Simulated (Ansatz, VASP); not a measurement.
Two plane-wave programs on Si2Ge

```
Si Ge
1.0
     2.74855    0.00000    0.00000
    -1.37428    2.38032    0.00000
     0.00000    0.00000    7.55922
Si Ge
2 1
Direct
  0.00000 0.00000 0.33683
  0.00000 0.00000 0.66317
  0.00000 0.00000 0.00000
```

Alike in both runs: functional PBE; k mesh 7 × 7 × 3; occupations gaussian, width 0.2 eV; no spin polarisation.

Ansatz relaxed the structure, and its values are those at the end. VASP's run is a single point on that final structure, the one shown.

```csv
,VASP,Ansatz
version,VASP 6.6.1,Ansatz 0.2.0
potentials or method,"VASP PAW PBE potentials, release 64 (Si, Ge_d), cutoff 500 eV","scalar-relativistic, plane waves, PAW"
valence electrons in the cell,22,22
```

Ansatz gave:

* gap on the k mesh at the Fermi level (eV): none
* pressure (GPa): -0.2
* rms of the force components (eV/Å): 0.004

**Question.** Which values does VASP return?

**Answer.** gap on the k mesh at the Fermi level (eV): none; pressure (GPa): -0.2; rms of the force components (eV/Å): 0.003.

A gap of «none» marks a metal or a gap that the smearing closes. With one functional, cell and mesh, what is left measures potentials, basis and numerics.

The k mesh is coarse, so the values compare programs but aren't converged.
